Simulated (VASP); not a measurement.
# W (I4/mmm) in VASP: a series of runs, part 2 of 2

VASP 6.6.1.

## Step 3: Single point, r2SCAN (strain -0.0300 x Voigt [0, 0, 1, 0, 0, 0])

Input file POSCAR:

```
W
1.0
    0.0000000000      2.0300000000      1.9691000000
    2.0300000000      0.0000000000      1.9691000000
    2.0300000000      2.0300000000      0.0000000000
W
1
Direct
    0.0000000000      0.0000000000      0.0000000000
```

Input file INCAR.step1:

```
  ALGO = Normal
  EDIFF = 1E-4
  ENCUT = 520
  GGA = PE
  ISMEAR = 0
  LASPH = T
  LCHARG = F
  LREAL = F
  LWAVE = T
  NBANDS = 13
  NELM = 60
  PREC = Accurate
  SIGMA = 0.15
```

Input file INCAR.step2:

```
  ALGO = Normal
  EDIFF = 1E-6
  ENCUT = 520
  ISIF = 2
  ISMEAR = 0
  ISTART = 1
  LASPH = T
  LCHARG = F
  LMIXTAU = T
  LREAL = F
  LWAVE = F
  METAGGA = R2SCAN
  NBANDS = 13
  NELM = 60
  PREC = Accurate
  SIGMA = 0.15
```

Input file KPOINTS:

```
k-points
0
Gamma
  20 20 20
```

Potentials or basis: VASP PAW PBE potentials, release 64 (W_sv).

Launch:

```sh
cat potpaw_PBE.64/W_sv/POTCAR > POTCAR
cp INCAR.step1 INCAR
mpirun -np 1 vasp_std > vasp.out
cp INCAR.step2 INCAR
mpirun -np 1 vasp_std > vasp.out
```

Wall time 2.4 min (1 thread of Intel Xeon 6975P-C (Granite Rapids), shared host); peak memory 0.25 GiB.

The run converged. Its results:

```yaml
Free_energy: -50.8163 eV
Pressure: 0.8 GPa
Band_gap_on_the_k_mesh: zero (band 7 reaches 14.01 eV, above the bottom of band 8 at 10.00 eV)
```

Stress tensor (GPa, compression positive):
```
 5.36  0.00  0.00
 0.00  5.36  0.00
 0.00  0.00 -8.26
```

Levels at points of the mesh, in eV from the Fermi level:
| k point | band 3 | band 4 | band 5 | band 6 | band 7 | band 8 | band 9 | band 10 | band 11 | band 12 |
| --- | --- | --- | --- | --- | --- | --- | --- | --- | --- | --- |
| (0.00, 0.00, 0.00) | -38.56 | -38.54 | -9.58 | -0.79 | -0.79 | -0.32 | 2.46 | 3.12 | 13.36 | 18.70 |
| (0.50, 0.00, 0.00) | -38.76 | -38.69 | -6.00 | -1.07 | -0.53 | 0.45 | 5.18 | 5.43 | 10.97 | 12.97 |
| (0.50, 0.50, 0.00) | -39.06 | -39.06 | -5.80 | -4.93 | 3.48 | 5.30 | 6.01 | 6.01 | 12.02 | 12.02 |
| (0.50, 0.00, 0.50) | -39.01 | -38.96 | -5.86 | -4.87 | 2.83 | 5.36 | 5.79 | 6.21 | 12.30 | 12.81 |

Caveat: the cell differs from its parent crystal (strain -0.0300 x Voigt [0, 0, 1, 0, 0, 0]); the PAW data sets were made with another functional, which shifts forces and pressure a little; spin-orbit coupling is left out, which moves the levels of the heavy elements.

## Step 4: Single point, r2SCAN (strain -0.0200 x Voigt [0, 0, 1, 0, 0, 0])

Input file POSCAR:

```
W
1.0
    0.0000000000      2.0300000000      1.9894000000
    2.0300000000      0.0000000000      1.9894000000
    2.0300000000      2.0300000000      0.0000000000
W
1
Direct
    0.0000000000      0.0000000000      0.0000000000
```

Input file INCAR.step1:

```
SYSTEM = W
PREC = Accurate ; ENCUT = 520
ISMEAR = 0 ; SIGMA = 0.15
LREAL = .False. ; LASPH = .True.
NELM = 60 ; NBANDS = 13
GGA = PE ; ALGO = Normal
EDIFF = 1E-4 ; LWAVE = .True.
LCHARG = .False.
```

Input file INCAR.step2:

```
SYSTEM = W
PREC = Accurate ; ENCUT = 520
EDIFF = 1E-6 ; ISMEAR = 0
SIGMA = 0.15 ; LREAL = .False.
LASPH = .True. ; NELM = 60
ALGO = Normal ; ISIF = 2
LWAVE = .False. ; LCHARG = .False.
METAGGA = R2SCAN ; LMIXTAU = .True.
NBANDS = 13 ; ISTART = 1
```

Input file KPOINTS:

```
Automatic mesh
0
Gamma
  20 20 20
  0 0 0
```

Launch:

```sh
cat potpaw_PBE.64/W_sv/POTCAR > POTCAR
cp INCAR.step1 INCAR
mpirun -np 1 vasp_std > vasp.out
cp INCAR.step2 INCAR
mpirun -np 1 vasp_std > vasp.out
```

Wall time 2.3 min (1 thread of Intel Xeon 6975P-C (Granite Rapids), shared host); peak memory 0.25 GiB.

It converged, with:

* Free energy: -50.8076 eV
* Pressure: -2.2 GPa
* Band gap on the k mesh: zero (band 7 reaches 13.65 eV, above the bottom of band 8 at 9.81 eV)

Stress tensor (GPa, compression positive):
```
 0.92  0.00  0.00
 0.00  0.92  0.00
 0.00  0.00 -8.53
```

Levels at points of the mesh, in eV from the Fermi level:
| k point | band 3 | band 4 | band 5 | band 6 | band 7 | band 8 | band 9 | band 10 | band 11 | band 12 |
| --- | --- | --- | --- | --- | --- | --- | --- | --- | --- | --- |
| (0.00, 0.00, 0.00) | -38.57 | -38.56 | -9.50 | -0.71 | -0.71 | -0.39 | 2.56 | 3.00 | 13.35 | 18.78 |
| (0.50, 0.00, 0.00) | -38.75 | -38.71 | -5.92 | -0.94 | -0.58 | 0.44 | 5.17 | 5.33 | 10.82 | 12.98 |
| (0.50, 0.50, 0.00) | -39.04 | -39.04 | -5.72 | -4.83 | 3.28 | 5.26 | 5.94 | 5.94 | 12.07 | 12.07 |
| (0.50, 0.00, 0.50) | -39.01 | -38.97 | -5.76 | -4.80 | 2.86 | 5.31 | 5.80 | 6.08 | 12.25 | 12.58 |

Caveat: the cell differs from its parent crystal (strain -0.0200 x Voigt [0, 0, 1, 0, 0, 0]); the PAW data sets were made with another functional, which shifts forces and pressure a little; spin-orbit coupling is left out, which moves the levels of the heavy elements.

## Step 5: Single point, r2SCAN (strain -0.0100 x Voigt [0, 0, 1, 0, 0, 0])

Input file POSCAR:

```
W
1.0
    0.0000000000      2.0300000000      2.0097000000
    2.0300000000      0.0000000000      2.0097000000
    2.0300000000      2.0300000000      0.0000000000
W
1
Direct
    0.0000000000      0.0000000000      0.0000000000
```

Input file INCAR.step1:

```
PREC = Accurate
ENCUT = 520
ISMEAR = 0
SIGMA = 0.15
LREAL = F
LASPH = T
NELM = 100
NBANDS = 13
GGA = PE
ALGO = Normal
EDIFF = 1E-4
LWAVE = T
LCHARG = F
```

Input file INCAR.step2:

```
PREC = Accurate
ENCUT = 520
EDIFF = 1E-6
ISMEAR = 0
SIGMA = 0.15
LREAL = F
LASPH = T
NELM = 100
ALGO = Normal
ISIF = 2
LWAVE = F
LCHARG = F
METAGGA = R2SCAN
LMIXTAU = T
NBANDS = 13
ISTART = 1
```

Input file KPOINTS:

```
regular mesh
0
Gamma
  20 20 20
```

Launch:

```sh
cat potpaw_PBE.64/W_sv/POTCAR > POTCAR
cp INCAR.step1 INCAR
mpirun -np 1 vasp_std > vasp.out
cp INCAR.step2 INCAR
mpirun -np 1 vasp_std > vasp.out
```

It took 2.2 min on 1 thread of Intel Xeon 6975P-C (Granite Rapids), shared host; peak memory 0.25 GiB.

Results (log left out):

- Free energy: -50.7988 eV
- Pressure: -5.1 GPa
- Band gap on the k mesh: zero (band 7 reaches 13.31 eV, above the bottom of band 8 at 9.68 eV)

Stress tensor (GPa, compression positive):
```
-3.52  0.00  0.00
 0.00 -3.52  0.00
 0.00  0.00 -8.31
```

Levels at points of the mesh, in eV from the Fermi level:
| k point | band 3 | band 4 | band 5 | band 6 | band 7 | band 8 | band 9 | band 10 | band 11 | band 12 |
| --- | --- | --- | --- | --- | --- | --- | --- | --- | --- | --- |
| (0.00, 0.00, 0.00) | -38.59 | -38.58 | -9.44 | -0.63 | -0.63 | -0.48 | 2.65 | 2.87 | 13.35 | 18.85 |
| (0.50, 0.00, 0.00) | -38.76 | -38.74 | -5.86 | -0.82 | -0.65 | 0.42 | 5.15 | 5.23 | 10.67 | 12.98 |
| (0.50, 0.50, 0.00) | -39.03 | -39.03 | -5.64 | -4.74 | 3.09 | 5.22 | 5.87 | 5.87 | 12.10 | 12.10 |
| (0.50, 0.00, 0.50) | -39.02 | -39.00 | -5.67 | -4.73 | 2.88 | 5.25 | 5.80 | 5.94 | 12.20 | 12.36 |

Caveat: the cell differs from its parent crystal (strain -0.0100 x Voigt [0, 0, 1, 0, 0, 0]); the PAW data sets were made with another functional, which shifts forces and pressure a little; spin-orbit coupling is left out, which moves the levels of the heavy elements.

## Step 6: Single point, r2SCAN (strain +0.0100 x Voigt [0, 0, 1, 0, 0, 0])

Input file POSCAR:

```
W
1.0
    0.0000000000      2.0300000000      2.0503000000
    2.0300000000      0.0000000000      2.0503000000
    2.0300000000      2.0300000000      0.0000000000
W
1
Direct
    0.0000000000      0.0000000000      0.0000000000
```

Input file INCAR.step1:

```
SYSTEM = W
PREC = Accurate
ENCUT = 520
ISMEAR = 0
SIGMA = 0.15
LREAL = .FALSE.
LASPH = .TRUE.
NELM = 80
NBANDS = 13
GGA = PE
ALGO = Normal
EDIFF = 1E-4
LWAVE = .TRUE.
LCHARG = .FALSE.
```

Input file INCAR.step2:

```
SYSTEM = W
PREC = Accurate
ENCUT = 520
EDIFF = 1E-7
ISMEAR = 0
SIGMA = 0.15
LREAL = .FALSE.
LASPH = .TRUE.
NELM = 80
ALGO = Normal
ISIF = 2
LWAVE = .FALSE.
LCHARG = .TRUE.
METAGGA = R2SCAN
LMIXTAU = .TRUE.
LELF = .TRUE.
LVHAR = .TRUE.
NBANDS = 13
ISTART = 1
```

Input file KPOINTS:

```
Automatic mesh
0
G
  20 20 20
  0 0 0
```

Potentials or basis: VASP PAW PBE potentials, release 64 (W_sv).

Launch:

```sh
cat potpaw_PBE.64/W_sv/POTCAR > POTCAR
cp INCAR.step1 INCAR
mpirun -np 1 vasp_std > vasp.out
cp INCAR.step2 INCAR
mpirun -np 1 vasp_std > vasp.out
```

Run time: 2.6 min. Hardware: 1 thread of Intel Xeon 6975P-C (Granite Rapids), shared host; peak memory 0.26 GiB.

The run converged. Its results:

```
Free energy            : -50.7825 eV
Pressure               : -10.5 GPa
Band gap on the k mesh : zero (band 7 reaches 12.86 eV, above the bottom of band 8 at 9.44 eV)
```

Stress tensor (GPa, compression positive):
```
-11.91   0.00   0.00
  0.00 -11.91   0.00
  0.00   0.00  -7.56
```

Levels at points of the mesh, in eV from the Fermi level:
```
           k point  band 5  band 6  band 7  band 8  band 9  band 10
(0.00, 0.00, 0.00)   -9.34   -0.66   -0.51   -0.51    2.58     2.80
(0.50, 0.00, 0.00)   -5.75   -0.79   -0.62    0.36    5.01     5.08
(0.50, 0.50, 0.00)   -5.53   -4.60    2.70    5.12    5.70     5.70
(0.50, 0.00, 0.50)   -5.51   -4.61    2.90    5.08    5.63     5.77
```

Caveat: the cell differs from its parent crystal (strain +0.0100 x Voigt [0, 0, 1, 0, 0, 0]); the PAW data sets were made with another functional, which shifts forces and pressure a little; spin-orbit coupling is left out, which moves the levels of the heavy elements.

## Step 7: Overview

```tsv
cell	gap on the mesh (eV)	pressure (GPa)
a = 2.814, b = 2.814, c = 2.871 Å, angles 59.3, 59.3, 61.3°, 1 atom	none	4.0
a = 2.828, b = 2.828, c = 2.871 Å, angles 59.5, 59.5, 61.0°, 1 atom	none	0.8
a = 2.842, b = 2.842, c = 2.871 Å, angles 59.7, 59.7, 60.7°, 1 atom	none	-2.2
a = 2.857, b = 2.857, c = 2.871 Å, angles 59.8, 59.8, 60.3°, 1 atom	none	-5.1
a = 2.885, b = 2.885, c = 2.871 Å, angles 60.2, 60.2, 59.7°, 1 atom	none	-10.5
```

Alike in all rows: task single point; level r2SCAN; potentials or basis VASP PAW PBE potentials, release 64 (W_sv); no spin polarisation; k mesh 20 × 20 × 20; cutoff (eV) 520; smearing gaussian 0.15 eV.

Caveats: the PAW data sets were made with another functional, which shifts forces and pressure a little; spin-orbit coupling is left out, which moves the levels of the heavy elements.

Total energies depend on the potentials used, so only differences within one code and one set of settings carry meaning.
